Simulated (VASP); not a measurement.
The system is ZrC.

```
Zr C
1.0
     0.00000    2.36500    2.36500
     2.36500    0.00000    2.36500
     2.36500    2.36500    0.00000
Zr C
1 1
Direct
  0.50000 0.50000 0.50000
  0.00000 0.00000 0.00000
```

- Program: VASP 6.6.1
- Task: relaxation of cell and atoms
- Functional: LDA
- Potentials or basis: VASP PAW LDA potentials, release 64 (Zr_sv, C)
- Cutoff: 600 eV
- k mesh: 11 × 11 × 11
- Occupations: fermi-dirac, width 0.1 eV
- Spin: no spin polarisation

At the start: pressure -12.0 GPa; volume 13.23 Å³/atom.

Task: Where does the relaxation end?

Result: Over 4 steps the energy falls by 27.3 meV/atom and the volume is 12.53 Å³/atom (-5.3 %); space group Fm-3m (No. 225, to 0.1 Å) before and after.

Step by step:
| step | energy change (eV) | largest force (eV/Å) | pressure (GPa) | volume (Å³) |
| --- | --- | --- | --- | --- |
| 1 | 0.0000 | 0.0000 | -11.97 | 26.46 |
| 2 | 0.1195 | 0.0000 | 27.29 | 22.85 |
| 3 | -0.0546 | 0.0000 | -0.37 | 25.10 |
| 4 | -0.0546 | 0.0000 | -0.05 | 25.06 |

Final structure:
```
Zr C
1.0
     0.00000    2.32273    2.32273
     2.32273    0.00000    2.32273
     2.32273    2.32273    0.00000
Zr C
1 1
Direct
  0.50000 0.50000 0.50000
  0.00000 0.00000 0.00000
```
